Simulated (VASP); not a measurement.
Write the native input for VASP 6.6.1 that does the following.

```
Task                   : single point
Functional             : PBE
Potentials or basis    : VASP PAW PBE potentials, release 64 (Pt)
Cutoff                 : 520 eV
k mesh                 : 8 × 8 × 8
Occupations            : gaussian, width 0.05 eV
Spin                   : no spin polarisation
Dipole correction      : no
Further INCAR settings : ALGO = Fast; EDIFF = 1e-06; NBANDS = 11
```

The structure of Pt lies in POSCAR:

```
Pt
1.0
    0.0000000000      2.0016167320      2.0016167320
    2.0016167320      0.0000000000      2.0016167320
    2.0016167320      2.0016167320      0.0000000000
Pt
1
Direct
    0.0000000000      0.0000000000      0.0000000000
```

One way to write it, as run:

INCAR

```
SYSTEM = Pt
ALGO = Fast
EDIFF = 1E-6
ENCUT = 520
GGA = PE
ISIF = 2
ISMEAR = 0
LASPH = .TRUE.
LCHARG = .FALSE.
LREAL = .FALSE.
LWAVE = .FALSE.
NBANDS = 11
NELM = 80
PREC = Accurate
SIGMA = 0.05
```

KPOINTS

```
k-points
0
G
  8 8 8
  0 0 0
```

Potentials or basis: VASP PAW PBE potentials, release 64 (Pt).

Launch:

```bash
$ cat potpaw_PBE.64/Pt/POTCAR > POTCAR
$ mpirun -np 1 vasp_std > vasp.out
```

It gave:

The pressure is -7.0 GPa and the band gap on the k mesh is zero (band 5 reaches 10.51 eV, above the bottom of band 6 at 8.51 eV).

Caveat: spin-orbit coupling is left out, which moves the levels of the heavy elements.

Run time: 13 s on 1 thread of AMD EPYC 9R45, with other jobs on the host, peak memory 0.11 GiB.
